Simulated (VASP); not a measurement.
# Be3Sb (P31m) in VASP: single point with PBE

Aim: the single point of Be3Sb with PBE.

Program: VASP 6.6.1. These are calculated values, not measurements. Logs are shortened: lines on timing, memory, paths and dates and some standing lists are left out, and cuts for length are marked.

### 1 The cell of the first run

The structure is trigonal, space group P31m (No. 157). Conventional cell: a = 3.677 Å, b = 3.677 Å, c = 4.960 Å, α = 90.00°, β = 90.00°, γ = 120.00°. Be (site symmetry m) has 6 Be at 2.11 to 2.15 Å and 2 Sb at 2.77 to 2.78 Å within 2.8 Å. Within 3.6 Å of Sb (site symmetry 3m) lie 12 Be at 2.77 to 3.48 Å.

### 2 Single point, PBE

INCAR reads:

```
SYSTEM = Be3Sb
  ALGO = Normal
  EDIFF = 1E-6
  ENCUT = 520
  GGA = PE
  ISIF = 2
  ISMEAR = 0
  LASPH = .TRUE.
  LCHARG = .FALSE.
  LREAL = .FALSE.
  LWAVE = .FALSE.
  NBANDS = 14
  NELM = 100
  PREC = Accurate
  SIGMA = 0.1
```

KPOINTS reads:

```
k-points
0
G
  6 6 4
  0 0 0
```

POSCAR reads:

```
Be3Sb
1.0
    3.6768543058      0.0000000000      0.0000000000
   -1.8384271529      3.1842492349      0.0000000000
    0.0000000000      0.0000000000      4.9601175243
Be Sb
3 1
Direct
    0.0000000000      0.6627307013      0.0265931036
    0.6627307013      0.0000000000      0.0265931036
    0.3372692987      0.3372692987      0.0265931036
    0.0000000000      0.0000000000      0.5251695662
```

Potentials or basis: VASP PAW PBE potentials, release 64 (Be, Sb).

Launch:

```bash
$ cat potpaw_PBE.64/Be/POTCAR potpaw_PBE.64/Sb/POTCAR > POTCAR
$ mpirun -np 1 vasp_std > vasp.out
```

OUTCAR:

```text
SYSTEM = Be3Sb
   EDIFF = 1E-6
   ENCUT = 520
   GGA = PE
   ISIF = 2
   ISMEAR = 0
   LASPH = .TRUE.
   LREAL = .FALSE.
   NELM = 100
   PREC = Accurate

 ion  position               nearest neighbor table
   1  0.000  0.663  0.027-   3 2.11   3 2.11   2 2.11   2 2.11   2 2.15   3 2.15   4 2.77   4 2.78

   2  0.663  0.000  0.027-   3 2.11   1 2.11   3 2.11   1 2.11   1 2.15   3 2.15   4 2.77   4 2.78

   3  0.337  0.337  0.027-   1 2.11   1 2.11   2 2.11   2 2.11   2 2.15   1 2.15   4 2.77   4 2.78

   4  0.000  0.000  0.525-   2 2.77   1 2.77   3 2.77   2 2.78   3 2.78   1 2.78

  LATTYP: Found a hexagonal cell.
 ALAT       =     3.6768543058
 C/A-ratio  =     1.3490111687

  Lattice vectors:

 A1 = (   3.6768543058,   0.0000000000,   0.0000000000)
 A2 = (  -1.8384271529,   3.1842492349,   0.0000000000)
 A3 = (   0.0000000000,   0.0000000000,   4.9601175243)

Analysis of symmetry for initial positions (statically):
=====================================================================
 Subroutine PRICEL returns:
 Original cell was already a primitive cell.

 Routine SETGRP: Setting up the symmetry group for a
 hexagonal supercell.

 Subroutine GETGRP returns: Found  6 space group operations
 (whereof  6 operations were pure point group operations)
 out of a pool of 24 trial point group operations.

The static configuration has the point symmetry C_3v.

Analysis of symmetry for dynamics (positions and initial velocities):
=====================================================================
 Subroutine PRICEL returns:
 Original cell was already a primitive cell.

 Routine SETGRP: Setting up the symmetry group for a
 hexagonal supercell.

 Subroutine GETGRP returns: Found  6 space group operations
 (whereof  6 operations were pure point group operations)
 out of a pool of 24 trial point group operations.

The dynamic configuration has the point symmetry C_3v.

 Subroutine INISYM returns: Found  6 space group operations
 (whereof  6 operations are pure point group operations),
 and found     1 'primitive' translations

----------------------------------------------------------------------------------------

                                     Primitive cell

  volume of cell :      58.0732

  direct lattice vectors                    reciprocal lattice vectors
     3.676854306  0.000000000  0.000000000     0.271971614  0.157022885  0.000000000
    -1.838427153  3.184249235  0.000000000     0.000000000  0.314045769  0.000000000
     0.000000000  0.000000000  4.960117524     0.000000000  0.000000000  0.201608126

  length of vectors
     3.676854306  3.676854306  4.960117524     0.314045769  0.314045769  0.201608126

  position of ions in fractional coordinates (direct lattice)
     1.000000000  0.662730701  0.026593104
     0.662730701  0.000000000  0.026593104
     0.337269299  0.337269299  0.026593104
     0.000000000  0.000000000  0.525169566

  ion indices of the primitive-cell ions
   primitive index   ion index
                 1           1
                 2           2
                 3           3
                 4           4

----------------------------------------------------------------------------------------

 KPOINTS: k-points

Automatic generation of k-mesh.
 Grid dimensions read from file:
 generate k-points for:    6    6    4

 Generating k-lattice:

  Cartesian coordinates                     Fractional coordinates (reciprocal lattice)
     0.045328602  0.026170481  0.000000000     0.166666667 -0.000000000  0.000000000
     0.000000000  0.052340962  0.000000000     0.000000000  0.166666667  0.000000000
     0.000000000  0.000000000  0.050402032     0.000000000  0.000000000  0.250000000

  Length of vectors
     0.052340962  0.052340962  0.050402032

  Shift w.r.t. Gamma in fractional coordinates (k-lattice)
     0.000000000  0.000000000  0.000000000

 Subroutine IBZKPT returns following result:
 ===========================================

 Found     24 irreducible k-points:

 Following reciprocal coordinates:
            Coordinates               Weight
  0.000000  0.000000  0.000000      1.000000
  0.166667  0.000000  0.000000      6.000000
  0.333333  0.000000  0.000000      6.000000
  0.500000  0.000000  0.000000      3.000000
  0.166667  0.166667  0.000000      6.000000
  0.333333  0.166667  0.000000     12.000000
[... 16 lines left out ...]
  0.333333  0.166667  0.500000     12.000000
  0.333333  0.333333  0.500000      2.000000
   k-points           NKPTS =     24   k-points in BZ     NKDIM =     24   number of bands    NBANDS=     14
   number of dos      NEDOS =    301   number of ions     NIONS =      4
   total plane-waves  NPLWV =  31360
   dimension x,y,z NGX =    28 NGY =   28 NGZ =   40
   dimension x,y,z NGXF=    56 NGYF=   56 NGZF=   80
   ions per type =               3   1
   NGX,Y,Z   is equivalent  to a cutoff of  12.66, 12.66, 13.41 a.u.
   NGXF,Y,Z  is equivalent  to a cutoff of  25.32, 25.32, 26.81 a.u.
 SYSTEM =  Be3Sb
   PREC   = accura    normal or accurate (medium, high low for compatibility)
   ISTART =      0    job   : 0-new  1-cont  2-samecut
   ICHARG =      2    charge: 1-file 2-atom 10-const
   ISPIN  =      1    spin polarized calculation?
   LNONCOLLINEAR =      F non collinear calculations
   LSORBIT =      F    spin-orbit coupling
   LASPH  =      T    aspherical Exc in radial PAW
   ENCUT  =  520.0 eV  38.22 Ry    6.18 a.u.   6.84  6.84  9.22*2*pi/ulx,y,z
   NELM   =    100;   NELMIN=  2; NELMDL= -5     # of ELM steps
   EDIFF  = 0.1E-05   stopping-criterion for ELM
   LREAL  =      F    real-space projection
   EDIFFG = 0.1E-04   stopping-criterion for IOM
   NSW    =      0    number of steps for IOM
   IBRION =     -1    ionic relax: 0-MD 1-quasi-New 2-CG
   NFREE  =      0    steps in history (QN), initial steepest desc. (CG)
   ISIF   =      2    stress and relaxation
   ISYM   =      2    0-nonsym 1-usesym 2-fastsym
   POTIM  = 0.5000    time-step for ionic-motion
   TEBEG  =    0.0;   TEEND  =   0.0 temperature during run
   PSTRESS=    0.0 pullay stress
   NELECT =      11.0000    total number of electrons
   NUPDOWN=      -1.0000    fix difference up-down
   EMIN   =  10.00;   EMAX   =-10.00  energy-range for DOS
   EFERMI =   0.00;   METHOD = LEGACY
   ISMEAR =     0;   SIGMA  =   0.10  broadening in eV -4-tet -1-fermi 0-gaus
   EFERMI_NEDOS =   21; number of points for ismear=-14 and -15
   IALGO  =     38    algorithm
   IMIX   =      4    mixing-type and parameters
     AMIX     =   0.40;   BMIX     =  1.00
     AMIX_MAG =   1.60;   BMIX_MAG =  1.00
  volume/ion in A,a.u.               =      14.52        97.97
  Fermi-wavevector in a.u.,A,eV,Ry     =   0.940186  1.776694 12.026873  0.883950
  Thomas-Fermi vector in A             =   2.067573
   LORBIT       =      0    0 simple, 1 ext, 2 COOP (PROOUT), +10 PAW based schemes
   GGA     = PE    functional components
   LHFCALC =     F    Hartree Fock is set to
   AEXX    =    0.0000 exact exchange contribution
   IVDW    =     0    specifies the selected vdW correction
   LEPSILON=     F    determine dielectric tensor
   LRPA    =     F    only Hartree local field effects (RPA)
 non-spin polarized calculation
 Gauss-broadening in eV      SIGMA  =   0.10
  energy-cutoff  :      520.00
  volume of cell :       58.07
 maximum number of plane-waves:      1578
   NGX = 13   NGY = 13   NGZ = 19

 number of electron      11.0000000 magnetization

 Free energy of the ion-electron system (eV)
  ---------------------------------------------------
  ext. energy  EPLUGINS =         0.00000000
  ---------------------------------------------------
  free energy    TOTEN  =       -13.71673302 eV

  energy without entropy =      -13.71213599  energy(sigma->0) =      -13.71443451

 E-fermi :   5.9052     XC(G=0):  -9.8381

 val. band max:        5.8142957726   @ k =   0.1667   0.0000   0.5000
 cond. band min:       5.9335813074   @ k =   0.1667   0.0000   0.5000
 fundamental gap:      0.1192855348
 Fermi energy:         5.9052325703

 k-point     1 :       0.0000    0.0000    0.0000
  band No.  band energies     occupation
      1      -5.3801      2.00000
      2       0.9181      2.00000
      3       0.9461      2.00000
      4       6.9543      0.00000
      5       6.9543      0.00000
      6       7.4064      0.00000
      7       7.9170      0.00000
      8       9.5815      0.00000
      9       9.5815      0.00000
     10      13.4937      0.00000
     11      14.0458      0.00000
     12      14.0458      0.00000
     13      14.4974      0.00000
     14      14.4974      0.00000

 k-point     2 :       0.1667    0.0000    0.0000
  band No.  band energies     occupation
      1      -5.0483      2.00000
      2       1.1429      2.00000
      3       1.2929      2.00000
      4       4.4018      2.00000
      5       5.5533      2.00000
      6       7.5441      0.00000
      7       8.1986      0.00000
      8      10.2229      0.00000
      9      11.0449      0.00000
     10      11.0594      0.00000
     11      13.0296      0.00000
     12      13.8141      0.00000
     13      14.6195      0.00000
     14      15.0308      0.00000
[... 343 lines left out ...]
      1      -2.9446      2.00000
      2      -0.3844      2.00000
      3       1.8073      2.00000
      4       2.2584      2.00000
      5       3.3452      2.00000
      6       4.8165      2.00000
      7       9.5824      0.00000
      8       9.9769      0.00000
      9      11.4409      0.00000
     10      12.0385      0.00000
     11      12.8246      0.00000
     12      13.5404      0.00000
     13      14.8976      0.00000
     14      16.0941      0.00000

 k-point    24 :       0.3333    0.3333    0.5000
  band No.  band energies     occupation
      1      -2.5546      2.00000
      2       0.2753      2.00000
      3       1.9275      2.00000
      4       1.9275      2.00000
      5       2.8124      2.00000
      6       2.8124      2.00000
      7       9.8384      0.00000
      8      11.3879      0.00000
      9      12.0620      0.00000
     10      12.0620      0.00000
     11      13.1572      0.00000
     12      13.1572      0.00000
     13      15.8270      0.00000
     14      16.8484      0.00000

------------------------ aborting loop because EDIFF is reached ----------------------------------------

  FORCE on cell =-STRESS in cart. coord.  units (eV):
  Direction    XX          YY          ZZ          XY          YZ          ZX
  --------------------------------------------------------------------------------------
  -------------------------------------------------------------------------------------
  Total        0.0715167      0.0715167      0.0634647      0.0000000      0.0000000      0.0000000
  in kB        1.9730716      1.9730716      1.7509253      0.0000000      0.0000000      0.0000000
  external PRESSURE =       1.8990228 kB  Pullay stress =       0.0000000 kB

 VOLUME and BASIS-vectors are now :
 -----------------------------------------------------------------------------
  energy-cutoff  :      520.00
  volume of cell :       58.07
      direct lattice vectors                 reciprocal lattice vectors
     3.676854306  0.000000000  0.000000000     0.271971614  0.157022885  0.000000000
    -1.838427153  3.184249235  0.000000000     0.000000000  0.314045769  0.000000000
     0.000000000  0.000000000  4.960117524     0.000000000  0.000000000  0.201608126

 POSITION                                       TOTAL-FORCE (eV/Angst)
 -----------------------------------------------------------------------------------
     -1.21838      2.11030      0.13190         0.004622     -0.008006     -0.007921
      2.43676      0.00000      0.13190        -0.009244      0.000000     -0.007921
      0.62005      1.07395      0.13190         0.004622      0.008006     -0.007921
      0.00000      0.00000      2.60490        -0.000000      0.000000      0.023762
 -----------------------------------------------------------------------------------
    total drift:                               -0.000000     -0.000000     -0.000017

  FREE ENERGIE OF THE ION-ELECTRON SYSTEM (eV)
  ---------------------------------------------------
  free  energy   TOTEN  =       -13.7167330228 eV

  energy  without entropy=      -13.7121359912  energy(sigma->0) =      -13.71443451
```

Wall time 19 s (1 thread of Intel Xeon Platinum 8488C (Sapphire Rapids), shared host); peak memory 0.18 GiB.

Results:

- Free energy: -13.7167 eV
- Pressure: 0.2 GPa
- Largest force: 0.024 eV/Å

Forces on the atoms (eV/Å):
```
Be   0.005 -0.008 -0.008
Be  -0.009  0.000 -0.008
Be   0.005  0.008 -0.008
Sb   0.000  0.000  0.024
```

Levels at points of the mesh, in eV from the Fermi level:
| k point | band 2 | band 3 | band 4 | band 5 | band 6 | band 7 | band 8 | band 9 |
| --- | --- | --- | --- | --- | --- | --- | --- | --- |
| (0.00, 0.00, 0.00) | -4.99 | -4.96 | 1.05 | 1.05 | 1.50 | 2.01 | 3.68 | 3.68 |
| (0.50, 0.00, 0.00) | -5.93 | -3.02 | -2.65 | -1.82 | -1.14 | 0.54 | 0.63 | 5.45 |
| (0.00, 0.00, 0.50) | -8.25 | 0.86 | 1.32 | 1.89 | 1.89 | 2.11 | 2.42 | 2.42 |
| (0.50, 0.00, 0.50) | -6.11 | -4.76 | -4.29 | -1.75 | 0.53 | 3.29 | 3.79 | 4.69 |

Caveat: spin-orbit coupling is left out, which moves the levels of the heavy elements.
